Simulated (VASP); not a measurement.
Input of a VASP 6.6.1 run:

INCAR

```
ALGO = Normal
EDIFF = 1E-6
ENCUT = 520
GGA = CA
ISIF = 2
ISMEAR = -1
LASPH = True
LCHARG = True
LELF = True
LREAL = False
LVHAR = True
LWAVE = False
NBANDS = 28
NELM = 80
PREC = Accurate
SIGMA = 0.1
```

KPOINTS

```
k-points
0
Gamma
  9 9 14
```

The input POSCAR:

```
Mo
1.0
    4.5939755522      0.0000000000      0.0000000000
   -2.2969877761      3.9784995325      0.0000000000
    0.0000000000      0.0000000000      2.5186132349
Mo
3
Direct
    0.0000000000      1.0000000000      1.0000000000
    0.3333333333      0.6666666667      0.5000000000
    0.6666666667      0.3333333333      0.5000000000
```

Potentials or basis: VASP PAW LDA potentials, release 64 (Mo_sv).

Command:

```console
$ cat potpaw_LDA.64/Mo_sv/POTCAR > POTCAR
$ mpirun -np 1 vasp_std > vasp.out
```

(1) Estimate the pressure.

(2) What does it give for the band gap on the k mesh?

Answers

(1) 1.2 GPa.

(2) zero (band 21 reaches 13.48 eV, above the bottom of band 22 at 11.97 eV).
